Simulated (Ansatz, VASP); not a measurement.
Two plane-wave programs on MnH4

```
Mn H
1.0
     2.41720    0.00000    0.00000
    -1.20860    2.09336    0.00000
     0.00000    0.00000    7.77248
Mn H
1 4
Direct
  0.00000 0.00000 0.00000
  0.33333 0.66667 0.86586
  0.33333 0.66667 0.37680
  0.66667 0.33333 0.13414
  0.66667 0.33333 0.62320
```

Change from the starting cell: species swapped into the Co4H type (P-3m1, No. 164).

Alike in both runs: task single point; functional PBE; k mesh 12 × 12 × 2; occupations gaussian, width 0.1 eV; collinear spin.

```csv
,VASP,Ansatz
version,VASP 6.6.1,Ansatz 0.2.0
potentials or method,"VASP PAW PBE potentials, release 64 (Mn_pv, H), cutoff 520 eV","scalar-relativistic, plane waves, PAW"
valence electrons in the cell,17,19
```

```tsv
	VASP	Ansatz	Ansatz less VASP
gap on the k mesh at the Fermi level (eV)	none	none	-
pressure (GPa)	-0.2	-0.2	+0.01
traceless stress, the component that is largest in VASP (GPa)	-3.65	-3.51	+0.139
rms of the force components (eV/Å)	0.152	0.152	+0.0003
net moment per atom (μB)	0.30	0.30	-0.004
size of the moment on the site where the two differ most (μB)	1.78	1.44	-0.348
```

Site moments also hang on the region over which each program counts them. Atom by atom the forces differ by 0.004 eV/Å (rms over components). A gap of «none» marks a metal or a gap that the smearing closes. VASP's potentials hold 17 valence electrons a cell and Ansatz's 19, so a difference there can come from the potentials and not from the codes.

The k mesh is coarse, so the values compare programs but aren't converged.
